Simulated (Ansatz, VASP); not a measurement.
**Two plane-wave programs on Mg2O**

Contents of INCAR:

```
SYSTEM = Mg2O
ALGO = Normal
EDIFF = 1E-6
EDIFFG = -0.04
ENCUT = 600
GGA = PE
IBRION = 2
ISIF = 3
ISMEAR = 0
LASPH = .TRUE.
LCHARG = .FALSE.
LREAL = .FALSE.
LWAVE = .FALSE.
NELM = 80
NSW = 90
PREC = Accurate
SIGMA = 0.1
```

Contents of KPOINTS:

```
k-points
0
G
  6 6 6
  0 0 0
```

POSCAR

```
Mg2O
1.0
    4.0848572951      0.0000000000      0.0000000000
   -2.0424286476      3.5375901885      0.0000000000
    0.0000000000      0.0000000000      2.8731423849
Mg O
2 1
Direct
    0.3333333333      0.6666666667      0.5000000000
    0.6666666667      0.3333333333      0.5000000000
    0.0000000000      0.0000000000      0.0000000000
```

Input for Ansatz:

```yaml
crystal:
  lattice:
    - [4.0848572951, 0.0, 0.0]
    - [-2.0424286476, 3.5375901885, 0.0]
    - [0.0, 0.0, 2.8731423849]
  atoms:
    - { symbol: Mg, position: [0.3333333333, 0.6666666667, 0.5] }
    - { symbol: Mg, position: [0.6666666667, 0.3333333333, 0.5] }
    - { symbol: O, position: [0.0, 0.0, 0.0] }
basis:
  ecutwfc: 420
kpoints:
  mp_grid: { grid: [6, 6, 6] }
hamiltonian:
  xc: pbe
scf:
  occupations: { method: gaussian, width: 0.1 }
  lower_state_search: "off"
output:
  forces: true
  stress: true
  eigenvalues: true
relax:
  adjacent_minimum: "off"
  f_tol: 0.04
  max_steps: 70
  cell: { stress_tol: 0.4 }
```

Alike in both runs: task relaxation of cell and atoms; functional PBE; k mesh 6 × 6 × 6; occupations gaussian, width 0.1 eV; no spin polarisation.

|  | VASP | Ansatz |
| --- | --- | --- |
| version | VASP 6.6.1 | Ansatz 0.2.0 |
| potentials or method | VASP PAW PBE potentials, release 64 (Mg, O), cutoff 600 eV | scalar-relativistic, plane waves, PAW |
| valence electrons in the cell | 10 | 26 |

VASP gave:

| Quantity | Value |
| --- | --- |
| gap on the k mesh at the Fermi level, each at its own relaxed structure (eV) | none |
| relaxed volume (Å³/atom) | 17.07 |
| relaxed cell length with the largest relative difference (Å) | 3.005 |

Q: What did Ansatz give for the same quantities?

A: gap on the k mesh at the Fermi level, each at its own relaxed structure (eV): none; relaxed volume (Å³/atom): 17.10; relaxed cell length with the largest relative difference (Å): 3.015.

A gap of «none» marks a metal or a gap that the smearing closes. VASP's potentials hold 10 valence electrons a cell and Ansatz's 26, so a difference there can come from the potentials and not from the codes.

The k mesh is coarse, so the values compare programs but aren't converged. Noted on VASP's run: the volume moved by over 15 % at a fixed basis, so the end points are rough.
